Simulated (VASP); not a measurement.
The system is NbPdSe3.

```
CELL_PARAMETERS angstrom
4.69423 0.00000 0.00000
0.00000 4.69423 0.00000
0.00000 0.00000 4.69423
ATOMIC_POSITIONS crystal
Nb 0.00000 0.00000 0.00000
Pd 0.50000 0.50000 0.50000
Se 0.00000 0.50000 0.50000
Se 0.50000 0.00000 0.50000
Se 0.50000 0.50000 0.00000
```

The cell was generated, and may not be a known phase.

| Item | Value |
| --- | --- |
| Program | VASP 6.6.1 |
| Task | relaxation of cell and atoms |
| Functional | PBE |
| Potentials or basis | VASP PAW PBE potentials, release 64 (Nb_sv, Pd, Se) |
| Cutoff | 600 eV |
| k mesh | 4 × 4 × 4 |
| Occupations | gaussian, width 0.1 eV |
| Spin | no spin polarisation |

At the start: pressure 8.5 GPa; volume 20.69 Å³/atom.

Problem. How do energy, volume and symmetry change on relaxing?

Solution. Over 3 steps the energy falls by 43.4 meV/atom and the volume is 22.48 Å³/atom (+8.7 %); space group Pm-3m (No. 221, to 0.1 Å) before and after.

Step by step:
| step | energy change (eV) | largest force (eV/Å) | pressure (GPa) | volume (Å³) |
| --- | --- | --- | --- | --- |
| 1 | 0.0000 | 0.0000 | 8.47 | 103.44 |
| 2 | -0.0737 | 0.0000 | -5.12 | 120.69 |
| 3 | -0.2169 | 0.0000 | -0.04 | 112.40 |

Final structure:
```cif
data_structure
_symmetry_space_group_name_H-M 'P 1'
_symmetry_Int_Tables_number 1
_cell_length_a 4.8260
_cell_length_b 4.8260
_cell_length_c 4.8260
_cell_angle_alpha 90.000
_cell_angle_beta 90.000
_cell_angle_gamma 90.000
_cell_volume 112.40
loop_
_atom_site_label
_atom_site_type_symbol
_atom_site_fract_x
_atom_site_fract_y
_atom_site_fract_z
_atom_site_occupancy
Nb1 Nb 0.00000 0.00000 0.00000 1
Pd1 Pd 0.50000 0.50000 0.50000 1
Se1 Se 0.00000 0.50000 0.50000 1
Se2 Se 0.50000 0.00000 0.50000 1
Se3 Se 0.50000 0.50000 0.00000 1
```

Caveat: the highest band is partly filled, so the run has too few bands.
